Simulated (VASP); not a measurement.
ZnS (rocksalt type):

```
CELL_PARAMETERS angstrom
0.00000 2.32576 2.32576
2.32576 0.00000 2.32576
2.32576 2.32576 0.00000
ATOMIC_POSITIONS crystal
Zn 0.00000 0.00000 0.00000
S 0.50000 0.50000 0.50000
```

| Quantity | Value |
| --- | --- |
| Program | VASP 6.6.1 |
| Task | relaxation of cell and atoms |
| Functional | PBE |
| Potentials or basis | VASP PAW PBE potentials, release 64 (Zn, S) |
| Cutoff | 600 eV |
| k mesh | 15 × 15 × 15 |
| Occupations | fermi-dirac, width 0.05 eV |
| Spin | no spin polarisation |

At the start: pressure 45.2 GPa; volume 12.58 Å³/atom.

Task: Where does the relaxation end?

Result: Over 3 steps the energy falls by 444.8 meV/atom and the volume is 16.64 Å³/atom (+32.2 %); space group Fm-3m (No. 225, to 0.05 Å).

Step by step:
```csv
step,energy change (eV),largest force (eV/Å),pressure (GPa),volume (Å³)
1,0.0000,0.0000,45.25,25.16
2,-0.5986,0.0000,-10.90,40.44
3,-0.8896,0.0000,0.03,33.27
```

Final structure:
```
Zn S
1.0
     0.00000    2.55287    2.55287
     2.55287    0.00000    2.55287
     2.55287    2.55287    0.00000
Zn S
1 1
Direct
  0.00000 0.00000 0.00000
  0.50000 0.50000 0.50000
```

Caveat: the volume moved by over 15 % at a fixed basis, so the end points are rough.
